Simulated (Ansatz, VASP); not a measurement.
## One calculation of Sr, two programs

```
Sr
1.0
     4.37009    0.00000    0.00000
    -2.18505    3.78461    0.00000
     0.00000    0.00000    7.19519
Sr
2
Cartesian
  0.0000 2.5231 1.7988
  2.1850 1.2615 5.3964
```

Alike in both runs: task single point; functional r2SCAN; k mesh 10 × 10 × 5; occupations fermi-dirac, width 0.1 eV; no spin polarisation.

|  | VASP | Ansatz |
| --- | --- | --- |
| version | VASP 6.6.1 | Ansatz 0.2.0 |
| potentials or method | VASP PAW PBE potentials, release 64 (Sr_sv), cutoff 520 eV | plane waves (500 eV) with PAW, scalar-relativistic |
| valence electrons in the cell | 20 | 20 |

|  | VASP | Ansatz | Ansatz less VASP |
| --- | --- | --- | --- |
| pressure (GPa) | -0.4 | -0.4 | -0.01 |

VASP's potentials were made for PBE, not for r2SCAN. The functional is the same, so the differences come from potentials, cutoffs and numerics.
